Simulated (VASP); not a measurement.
# SnSe (P4/nmm) in VASP: notebook

The runs below take SnSe through relaxation of shape and atoms at fixed volume, with PBE+D3(BJ).

Everything below comes from runs of VASP 6.6.1. Logs are shortened: lines on timing, memory, paths and dates and some standing lists are left out, and cuts for length are marked.

### Step 1. The cell of the first run

The typed cell holds 4 atoms: a = 4.136 Å, b = 4.136 Å, c = 5.849 Å, α = 90.00°, β = 90.00°, γ = 90.00°.

### Step 2. Relaxation of shape and atoms at fixed volume, PBE+D3(BJ) (25.01 Å³/atom)

INCAR reads:

```
PREC = Accurate ; ENCUT = 600
EDIFF = 1E-6 ; ISMEAR = 0
SIGMA = 0.02 ; LREAL = False
LASPH = True ; NELM = 80
ALGO = Normal ; ISIF = 4
LWAVE = False ; LCHARG = False
GGA = PE ; IVDW = 12
IBRION = 2 ; NSW = 50
EDIFFG = -0.01
```

KPOINTS reads:

```
Automatic mesh
0
Gamma
  6 6 6
```

POSCAR reads:

```
SnSe
1.0
    4.1358231226      0.0000000000      0.0000000000
    0.0000000000      4.1358231226      0.0000000000
    0.0000000000      0.0000000000      5.8492038698
Sn Se
2 2
Direct
    0.5000000000      0.0000000000      0.2500887140
    0.0000000000      0.5000000000      0.7499112860
    0.5000000000      0.0000000000      0.7499351865
    0.0000000000      0.5000000000      0.2500648135
```

Potentials or basis: VASP PAW PBE potentials, release 64 (Sn_d, Se).

Launch:

```console
$ cat potpaw_PBE.64/Sn_d/POTCAR potpaw_PBE.64/Se/POTCAR > POTCAR
$ mpirun -np 1 vasp_std > vasp.out
```

OUTCAR:

```text
PREC = Accurate
   ENCUT = 600
   EDIFF = 1E-6
   ISMEAR = 0
   LREAL = False
   LASPH = True
   NELM = 80
   ISIF = 4
   GGA = PE
   IVDW = 12
   IBRION = 2
   NSW = 50
   EDIFFG = -0.01
 IVDW          = 12

 ion  position               nearest neighbor table
   1  0.500  0.000  0.250-   3 2.92   4 2.92   4 2.92   4 2.92   4 2.92   3 2.93
   2  0.000  0.500  0.750-   4 2.92   3 2.92   3 2.92   3 2.92   3 2.92   4 2.93
   3  0.500  0.000  0.750-   1 2.92   2 2.92   2 2.92   2 2.92   2 2.92   1 2.93
   4  0.000  0.500  0.250-   2 2.92   1 2.92   1 2.92   1 2.92   1 2.92   2 2.93

  LATTYP: Found a simple tetragonal cell.
 ALAT       =     4.1358231226
 C/A-ratio  =     1.4142780521

  Lattice vectors:

 A1 = (   4.1358231226,   0.0000000000,   0.0000000000)
 A2 = (   0.0000000000,   4.1358231226,   0.0000000000)
 A3 = (   0.0000000000,   0.0000000000,   5.8492038698)

Analysis of symmetry for initial positions (statically):
=====================================================================
 Subroutine PRICEL returns:
 Original cell was already a primitive cell.

 Routine SETGRP: Setting up the symmetry group for a
 simple tetragonal supercell.

 Subroutine GETGRP returns: Found 16 space group operations
 (whereof  8 operations were pure point group operations)
 out of a pool of 16 trial point group operations.

The static configuration has the point symmetry D_2d.
 The point group associated with its full space group is D_4h.

Analysis of symmetry for dynamics (positions and initial velocities):
=====================================================================
 Subroutine PRICEL returns:
 Original cell was already a primitive cell.

 Routine SETGRP: Setting up the symmetry group for a
 simple tetragonal supercell.

 Subroutine GETGRP returns: Found 16 space group operations
 (whereof  8 operations were pure point group operations)
 out of a pool of 16 trial point group operations.

The dynamic configuration has the point symmetry D_2d.
 The point group associated with its full space group is D_4h.

 Subroutine INISYM returns: Found 16 space group operations
 (whereof  8 operations are pure point group operations),
 and found     1 'primitive' translations

----------------------------------------------------------------------------------------

                                     Primitive cell

  volume of cell :     100.0508

  direct lattice vectors                    reciprocal lattice vectors
     4.135823123  0.000000000  0.000000000     0.241789837  0.000000000  0.000000000
     0.000000000  4.135823123  0.000000000     0.000000000  0.241789837  0.000000000
     0.000000000  0.000000000  5.849203870     0.000000000  0.000000000  0.170963437

  length of vectors
     4.135823123  4.135823123  5.849203870     0.241789837  0.241789837  0.170963437

  position of ions in fractional coordinates (direct lattice)
     0.500000000  0.000000000  0.250088714
     0.000000000  0.500000000  0.749911286
     0.500000000  0.000000000  0.749935186
     0.000000000  0.500000000  0.250064814

  ion indices of the primitive-cell ions
   primitive index   ion index
                 1           1
                 2           2
                 3           3
                 4           4

----------------------------------------------------------------------------------------

 KPOINTS: Automatic mesh

Automatic generation of k-mesh.
 Grid dimensions read from file:
 generate k-points for:    6    6    6

 Generating k-lattice:

  Cartesian coordinates                     Fractional coordinates (reciprocal lattice)
     0.040298306  0.000000000  0.000000000     0.166666667  0.000000000  0.000000000
     0.000000000  0.040298306  0.000000000     0.000000000  0.166666667  0.000000000
     0.000000000  0.000000000  0.028493906     0.000000000  0.000000000  0.166666667

  Length of vectors
     0.040298306  0.040298306  0.028493906

  Shift w.r.t. Gamma in fractional coordinates (k-lattice)
     0.000000000  0.000000000  0.000000000

 Subroutine IBZKPT returns following result:
 ===========================================

 Found     40 irreducible k-points:

 Following reciprocal coordinates:
            Coordinates               Weight
  0.000000  0.000000  0.000000      1.000000
  0.166667  0.000000  0.000000      4.000000
  0.333333  0.000000  0.000000      4.000000
  0.500000  0.000000  0.000000      2.000000
  0.166667  0.166667  0.000000      4.000000
  0.333333  0.166667  0.000000      8.000000
[... 16 lines left out ...]
  0.333333  0.000000  0.333333      8.000000
  0.500000  0.000000  0.333333      4.000000
 [... further k-points ...]
   k-points           NKPTS =     40   k-points in BZ     NKDIM =     40   number of bands    NBANDS=     24
   number of dos      NEDOS =    301   number of ions     NIONS =      4
   total plane-waves  NPLWV =  62208
   dimension x,y,z NGX =    36 NGY =   36 NGZ =   48
   dimension x,y,z NGXF=    72 NGYF=   72 NGZF=   96
   ions per type =               2   2
   NGX,Y,Z   is equivalent  to a cutoff of  14.47, 14.47, 13.64 a.u.
   NGXF,Y,Z  is equivalent  to a cutoff of  28.94, 28.94, 27.29 a.u.
 SYSTEM =  unknown system
   PREC   = accura    normal or accurate (medium, high low for compatibility)
   ISTART =      0    job   : 0-new  1-cont  2-samecut
   ICHARG =      2    charge: 1-file 2-atom 10-const
   ISPIN  =      1    spin polarized calculation?
   LNONCOLLINEAR =      F non collinear calculations
   LSORBIT =      F    spin-orbit coupling
   LASPH  =      T    aspherical Exc in radial PAW
   ENCUT  =  600.0 eV  44.10 Ry    6.64 a.u.   8.26  8.26 11.68*2*pi/ulx,y,z
   NELM   =     80;   NELMIN=  2; NELMDL= -5     # of ELM steps
   EDIFF  = 0.1E-05   stopping-criterion for ELM
   LREAL  =      F    real-space projection
   EDIFFG = -.1E-01   stopping-criterion for IOM
   NSW    =     50    number of steps for IOM
   IBRION =      2    ionic relax: 0-MD 1-quasi-New 2-CG
   NFREE  =      1    steps in history (QN), initial steepest desc. (CG)
   ISIF   =      4    stress and relaxation
   ISYM   =      2    0-nonsym 1-usesym 2-fastsym
   POTIM  = 0.5000    time-step for ionic-motion
   TEBEG  =    0.0;   TEEND  =   0.0 temperature during run
   PSTRESS=    0.0 pullay stress
   NELECT =      40.0000    total number of electrons
   NUPDOWN=      -1.0000    fix difference up-down
   EMIN   =  10.00;   EMAX   =-10.00  energy-range for DOS
   EFERMI =   0.00;   METHOD = LEGACY
   ISMEAR =     0;   SIGMA  =   0.02  broadening in eV -4-tet -1-fermi 0-gaus
   EFERMI_NEDOS =   21; number of points for ismear=-14 and -15
   IALGO  =     38    algorithm
   IMIX   =      4    mixing-type and parameters
     AMIX     =   0.40;   BMIX     =  1.00
     AMIX_MAG =   1.60;   BMIX_MAG =  1.00
  volume/ion in A,a.u.               =      25.01       168.79
  Fermi-wavevector in a.u.,A,eV,Ry     =   1.206020  2.279048 19.789468  1.454485
  Thomas-Fermi vector in A             =   2.341700
   LORBIT       =      0    0 simple, 1 ext, 2 COOP (PROOUT), +10 PAW based schemes
   GGA     = PE    functional components
   LHFCALC =     F    Hartree Fock is set to
   AEXX    =    0.0000 exact exchange contribution
   IVDW    =    12    specifies the selected vdW correction
   LEPSILON=     F    determine dielectric tensor
   LRPA    =     F    only Hartree local field effects (RPA)
 conjugate gradient relaxation of ions
 non-spin polarized calculation
 Gauss-broadening in eV      SIGMA  =   0.02
  energy-cutoff  :      600.00
  volume of cell :      100.05
 maximum number of plane-waves:      3400
 NGX is ok and might be reduce to    36
   NGX = 17   NGY = 17   NGZ = 23

 number of electron      39.9999998 magnetization

 Free energy of the ion-electron system (eV)
  ---------------------------------------------------
  ext. energy  EPLUGINS =         0.00000000
  ---------------------------------------------------
  free energy    TOTEN  =       -16.24573266 eV

  energy without entropy =      -16.24573266  energy(sigma->0) =      -16.24573266

 E-fermi :   6.7783     XC(G=0): -10.0001

 val. band max:        6.6557598281   @ k =   0.5000   0.0000   0.3333
 cond. band min:       6.9612840497   @ k =   0.5000   0.0000   0.3333
 fundamental gap:      0.3055242215
 Fermi energy:         6.7782511406

 k-point     1 :       0.0000    0.0000    0.0000
  band No.  band energies     occupation
      1     -15.0596      2.00000
      2     -15.0189      2.00000
      3     -15.0141      2.00000
      4     -15.0116      2.00000
      5     -15.0116      2.00000
      6     -15.0115      2.00000
[... 16 lines left out ...]
     23      11.2374      0.00000
     24      11.2374      0.00000

 k-point     2 :       0.1667    0.0000    0.0000
  band No.  band energies     occupation
      1     -15.0538      2.00000
      2     -15.0149      2.00000
      3     -15.0146      2.00000
      4     -15.0138      2.00000
      5     -15.0114      2.00000
      6     -15.0098      2.00000
[... 16 lines left out ...]
     23       9.9705      0.00000
     24      10.8373      0.00000

 k-point     3 :       0.3333    0.0000    0.0000
  band No.  band energies     occupation
      1     -15.0409      2.00000
      2     -15.0194      2.00000
      3     -15.0178      2.00000
      4     -15.0125      2.00000
      5     -15.0098      2.00000
      6     -15.0049      2.00000
[... 16 lines left out ...]
     23       9.4236      0.00000
     24       9.5893      0.00000

 k-point     4 :       0.5000    0.0000    0.0000
  band No.  band energies     occupation
      1     -15.0283      2.00000
      2     -15.0283      2.00000
      3     -15.0182      2.00000
      4     -15.0182      2.00000
      5     -15.0050      2.00000
      6     -15.0050      2.00000
[... 16 lines left out ...]
     23       8.3592      0.00000
     24       8.3592      0.00000

 k-point     5 :       0.1667    0.1667    0.0000
  band No.  band energies     occupation
      1     -15.0497      2.00000
      2     -15.0205      2.00000
      3     -15.0141      2.00000
      4     -15.0106      2.00000
      5     -15.0105      2.00000
      6     -15.0075      2.00000
[... 16 lines left out ...]
     23      10.4916      0.00000
     24      10.9874      0.00000

 k-point     6 :       0.3333    0.1667    0.0000
  band No.  band energies     occupation
      1     -15.0422      2.00000
      2     -15.0296      2.00000
      3     -15.0147      2.00000
      4     -15.0126      2.00000
      5     -15.0107      2.00000
      6     -15.0040      2.00000
[... 16 lines left out ...]
     23      10.3778      0.00000
     24      10.3896      0.00000
[... 379 lines left out ...]
 k-point    21 :       0.0000    0.0000    0.3333
  band No.  band energies     occupation
      1     -15.0452      2.00000
      2     -15.0223      2.00000
      3     -15.0165      2.00000
      4     -15.0117      2.00000
      5     -15.0088      2.00000
      6     -15.0055      2.00000
[... 16 lines left out ...]
     23      10.6964      0.00000
     24      10.9861      0.00000

 k-point    22 :       0.1667    0.0000    0.3333
  band No.  band energies     occupation
      1     -15.0411      2.00000
      2     -15.0218      2.00000
      3     -15.0142      2.00000
      4     -15.0127      2.00000
      5     -15.0095      2.00000
      6     -15.0085      2.00000
[... 16 lines left out ...]
     23       9.9185      0.00000
     24       9.9705      0.00000

 k-point    23 :       0.3333    0.0000    0.3333
  band No.  band energies     occupation
      1     -15.0330      2.00000
      2     -15.0227      2.00000
      3     -15.0207      2.00000
      4     -15.0175      2.00000
      5     -15.0087      2.00000
      6     -15.0061      2.00000
[... 16 lines left out ...]
     23       8.3920      0.00000
     24       8.3935      0.00000

 k-point    24 :       0.5000    0.0000    0.3333
  band No.  band energies     occupation
      1     -15.0264      2.00000
      2     -15.0264      2.00000
      3     -15.0226      2.00000
      4     -15.0226      2.00000
      5     -15.0074      2.00000
      6     -15.0074      2.00000
[... 16 lines left out ...]
     23       7.9131      0.00000
     24       7.9131      0.00000

 [... further k-points ...]

------------------------ aborting loop because EDIFF is reached ----------------------------------------

 Edisp (eV)   -1.54434

 E8    (eV) :    -0.6955

  FORCE on cell =-STRESS in cart. coord.  units (eV):
  Direction    XX          YY          ZZ          XY          YZ          ZX
  --------------------------------------------------------------------------------------
  -------------------------------------------------------------------------------------
  Total       2.37810     2.37810     2.36607     0.00000     0.00000     0.00000
  in kB      38.08198    38.08198    37.88936     0.00000     0.00000     0.00000
  external pressure =       38.02 kB  Pullay stress =        0.00 kB

 VOLUME and BASIS-vectors are now :
 -----------------------------------------------------------------------------
  energy-cutoff  :      600.00
  volume of cell :      100.05
      direct lattice vectors                 reciprocal lattice vectors
     4.135823123  0.000000000  0.000000000     0.241789837  0.000000000  0.000000000
     0.000000000  4.135823123  0.000000000     0.000000000  0.241789837  0.000000000
     0.000000000  0.000000000  5.849203870     0.000000000  0.000000000  0.170963437

 POSITION                                       TOTAL-FORCE (eV/Angst)
 -----------------------------------------------------------------------------------
      2.06791      0.00000      1.46282        -0.000000      0.000000     -0.001593
      0.00000      2.06791      4.38638         0.000000      0.000000      0.001593
      2.06791      0.00000      4.38652        -0.000000      0.000000      0.001289
      0.00000      2.06791      1.46268         0.000000     -0.000000     -0.001289
 -----------------------------------------------------------------------------------
    total drift:                                0.000000      0.000000      0.000000

  FREE ENERGIE OF THE ION-ELECTRON SYSTEM (eV)
  ---------------------------------------------------
  free  energy   TOTEN  =       -17.7900691350 eV

  energy  without entropy=      -17.7900691350  energy(sigma->0) =      -17.79006914

 reached required accuracy - stopping structural energy minimisation
```

Run time: 3.5 min. Hardware: 1 thread of Intel Xeon 8259CL, shared host; peak memory 0.29 GiB.

What came out:

| Property | Result |
| --- | --- |
| Free energy | -17.7901 eV |
| Pressure after relaxing | 3.8 GPa |
| Band gap on the k mesh | 0.31 eV |
| Dispersion energy per atom | -0.386 eV |

Final structure:
```
CELL_PARAMETERS angstrom
4.13582 0.00000 0.00000
0.00000 4.13582 0.00000
0.00000 0.00000 5.84920
ATOMIC_POSITIONS crystal
Sn 0.50000 0.00000 0.25009
Sn 0.00000 0.50000 0.74991
Se 0.50000 0.00000 0.74994
Se 0.00000 0.50000 0.25006
```

Levels at points of the mesh, in eV from the valence-band top:
```csv
k point,band 16,band 17,band 18,band 19,band 20,band 21,band 22,band 23,band 24
"(0.00, 0.00, 0.00)",-4.13,-4.13,-2.52,-2.52,-2.52,2.65,4.58,4.58,4.58
"(0.50, 0.00, 0.00)",-4.52,-2.41,-2.41,-0.64,-0.64,1.30,1.30,1.70,1.70
"(0.50, 0.50, 0.00)",-6.10,-4.13,-4.13,-4.13,-4.13,2.65,2.65,5.78,5.78
"(0.00, 0.00, 0.50)",-3.41,-3.41,-3.41,-1.85,-1.85,2.27,2.28,3.61,3.61
"(0.50, 0.00, 0.50)",-2.25,-2.25,-2.25,-0.14,-0.14,0.85,0.85,1.12,1.12
"(0.50, 0.50, 0.50)",-5.32,-5.32,-5.32,-0.85,-0.85,1.49,1.49,4.84,4.84
```

Caveat: semilocal functionals underestimate gaps, and a narrow one can read as zero; spin-orbit coupling is left out, which moves the levels of the heavy elements. A k mesh can miss the band edges.

### Step 3. Relaxation of shape and atoms at fixed volume, PBE+D3(BJ) (25.81 Å³/atom)

This run uses another cell than the first one, of 25.81 Å³/atom.

INCAR reads:

```
  PREC = Accurate
  ENCUT = 600
  EDIFF = 1E-7
  ISMEAR = 0
  SIGMA = 0.02
  LREAL = F
  LASPH = T
  NELM = 80
  ALGO = Normal
  ISIF = 4
  LWAVE = F
  LCHARG = F
  GGA = PE
  IVDW = 12
  IBRION = 2
  NSW = 50
  EDIFFG = -0.01
```

KPOINTS reads:

```
regular mesh
0
Gamma
  6 6 6
```

POSCAR reads:

```
SnSe
1.0
    4.1793613023      0.0000000000      0.0000000000
    0.0000000000      4.1793613023      0.0000000000
    0.0000000000      0.0000000000      5.9107789618
Sn Se
2 2
Direct
    0.5000000000      0.0000000000      0.2500887140
    0.0000000000      0.5000000000      0.7499112860
    0.5000000000      0.0000000000      0.7499351865
    0.0000000000      0.5000000000      0.2500648135
```

Potentials or basis: VASP PAW PBE potentials, release 64 (Sn_d, Se).

Launch:

```console
$ cat potpaw_PBE.64/Sn_d/POTCAR potpaw_PBE.64/Se/POTCAR > POTCAR
$ mpirun -np 1 vasp_std > vasp.out
```

Wall time 4.2 min (1 thread of Intel Xeon 8259CL, shared host); peak memory 0.28 GiB.

The run converged. Its results:

```
Free energy                : -17.8456 eV
Pressure after relaxing    : 1.8 GPa
Band gap on the k mesh     : 0.35 eV
Dispersion energy per atom : -0.374 eV
```

Final structure:
```xyz
4
Lattice="4.1794 0.0000 0.0000 0.0000 4.1794 0.0000 0.0000 0.0000 5.9108" Properties=species:S:1:pos:R:3 pbc="T T T"
Sn    2.0897    0.0000    1.4782
Sn    0.0000    2.0897    4.4326
Se    2.0897    0.0000    4.4327
Se    0.0000    2.0897    1.4781
```

Levels at points of the mesh, in eV from the valence-band top:
| k point | band 17 | band 18 | band 19 | band 20 | band 21 | band 22 | band 23 | band 24 |
| --- | --- | --- | --- | --- | --- | --- | --- | --- |
| (0.00, 0.00, 0.00) | -3.93 | -2.38 | -2.38 | -2.38 | 2.81 | 4.50 | 4.50 | 4.50 |
| (0.50, 0.00, 0.00) | -2.27 | -2.27 | -0.61 | -0.61 | 1.28 | 1.28 | 1.73 | 1.73 |
| (0.50, 0.50, 0.00) | -3.93 | -3.93 | -3.93 | -3.93 | 2.81 | 2.81 | 5.63 | 5.63 |
| (0.00, 0.00, 0.50) | -3.24 | -3.24 | -1.78 | -1.77 | 2.23 | 2.23 | 3.75 | 3.75 |
| (0.50, 0.00, 0.50) | -2.12 | -2.12 | -0.07 | -0.07 | 0.76 | 0.76 | 1.19 | 1.19 |
| (0.50, 0.50, 0.50) | -5.08 | -5.08 | -0.82 | -0.82 | 1.51 | 1.51 | 4.84 | 4.84 |

Caveat: semilocal functionals underestimate gaps, and a narrow one can read as zero; spin-orbit coupling is left out, which moves the levels of the heavy elements. A k mesh can miss the band edges.

(Part 1 of 2 ends here.)
